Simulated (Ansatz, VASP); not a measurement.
**Two plane-wave programs on As**

```
CELL_PARAMETERS angstrom
1.80334 1.04116 3.44865
-1.80334 1.04116 3.44865
0.00000 -2.08231 3.44865
ATOMIC_POSITIONS crystal
As 0.24188 0.24188 0.24188
As 0.75812 0.75812 0.75812
```

Alike in both runs: task single point; functional PBE; k mesh 12 × 12 × 12; occupations gaussian, width 0.1 eV; no spin polarisation.

|  | VASP | Ansatz |
| --- | --- | --- |
| version | VASP 6.6.1 | Ansatz 0.2.0 |
| potentials or method | VASP PAW PBE potentials, release 64 (As), cutoff 520 eV | scalar-relativistic, plane waves, PAW |
| valence electrons in the cell | 10 | 30 |

Ansatz gave:

```
gap on the k mesh at the Fermi level (eV)                     : none
pressure (GPa)                                                : 5.2
traceless stress, the component that is largest in VASP (GPa) : -5.26
rms of the force components (eV/Å)                            : 0.443
```

Problem. Estimate VASP's values.

Solution. gap on the k mesh at the Fermi level (eV): none; pressure (GPa): 5.4; traceless stress, the component that is largest in VASP (GPa): -5.23; rms of the force components (eV/Å): 0.428.

Atom by atom the forces differ by 0.015 eV/Å (rms over components). A gap of «none» marks a metal or a gap that the smearing closes. VASP's potentials hold 10 valence electrons a cell and Ansatz's 30, so a difference there can come from the potentials and not from the codes.
